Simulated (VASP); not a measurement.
CdTe, 2 atoms in the cell. It takes space group F-43m (No. 216, cubic). The conventional cell has a = 6.246 Å, b = 6.246 Å, c = 6.246 Å, α = 90.00°, β = 90.00°, γ = 90.00°. Cd (site symmetry -43m) has 4 Te at 2.70 Å within 3.6 Å. Within 3.6 Å of Te (site symmetry -43m) lie 4 Cd at 2.70 Å. 

* Program: VASP 6.6.1
* Task: single point
* Functional: PBE
* Potentials or basis: VASP PAW PBE potentials, release 64 (Cd, Te)
* Cutoff: 500 eV
* k mesh: 6 × 6 × 6
* Occupations: gaussian, width 0.01 eV
* Spin: no spin polarisation
* Dipole correction: no
* Further INCAR settings: ALGO = Normal; EDIFF = 1e-06; NBANDS = 16

Potentials or basis: VASP PAW PBE potentials, release 64 (Cd, Te).

Run with:

```console
$ cat potpaw_PBE.64/Cd/POTCAR potpaw_PBE.64/Te/POTCAR > POTCAR
$ mpirun -np 1 vasp_std > vasp.out
```

Hardware: 1 thread of Intel Xeon 8259CL, on a shared host.

Problem. How long does it take, and how much memory?

Solution. Wall time 16 s on 1 thread of Intel Xeon 8259CL, on a shared host, peak memory 0.18 GiB. Counts: scf iterations 12, k points 16.
